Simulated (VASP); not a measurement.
Wanted: the native input for a VASP 6.6.1 run.

- Task: single point
- Functional: PBE
- Potentials or basis: VASP PAW PBE potentials, release 64 (Mo_sv, Se)
- Cutoff: 520 eV
- k mesh: 12 × 12 × 12
- Occupations: gaussian, width 0.1 eV
- Spin: collinear spin
- Starting moments: [3.51, -0.31] μB
- Hubbard terms: Mo d U = 4.38 eV
- Dipole correction: no
- Further INCAR settings: ALGO = Normal; EDIFF = 1e-07; NBANDS = 21

The structure of MoSe lies in POSCAR:

```
MoSe
1.0
    0.0000000000      3.1234515502      3.1234515502
    3.1234515502      0.0000000000      3.1234515502
    3.1234515502      3.1234515502      0.0000000000
Mo Se
1 1
Direct
    0.0000000000      0.0000000000      0.0000000000
    0.2500000000      0.2500000000      0.2500000000
```

The input as run:

INCAR

```
SYSTEM = MoSe
ALGO = Normal
EDIFF = 1E-7
ENCUT = 520
GGA = PE
ISIF = 2
ISMEAR = 0
ISPIN = 2
LASPH = .True.
LCHARG = .False.
LDAU = .True.
LDAUJ = 0 0
LDAUL = 2 -1
LDAUPRINT = 1
LDAUTYPE = 2
LDAUU = 4.38 0
LMAXMIX = 4
LORBIT = 11
LREAL = .False.
LWAVE = .False.
MAGMOM = 3.51 -0.31
NBANDS = 21
NELM = 150
PREC = Accurate
SIGMA = 0.1
```

KPOINTS

```
k-points
0
Gamma
  12 12 12
  0 0 0
```

Potentials or basis: VASP PAW PBE potentials, release 64 (Mo_sv, Se).

Run with:

```bash
$ cat potpaw_PBE.64/Mo_sv/POTCAR potpaw_PBE.64/Se/POTCAR > POTCAR
$ mpirun -np 1 vasp_std > vasp.out
```

It gave:

```json
{
 "Pressure": "-0.9 GPa",
 "Band gap on the k mesh": "zero (filled and empty bands overlap)",
 "Net moment": "4.00 μB per cell",
 "Site moments": "Mo +3.62; Se -0.21 μB",
 "Valence electrons inside the program's atomic spheres": "Mo 12.18; Se 3.85"
}
```

Run time: 5.4 min on 1 thread of Intel Xeon 8259CL (shared host), peak memory 0.34 GiB.
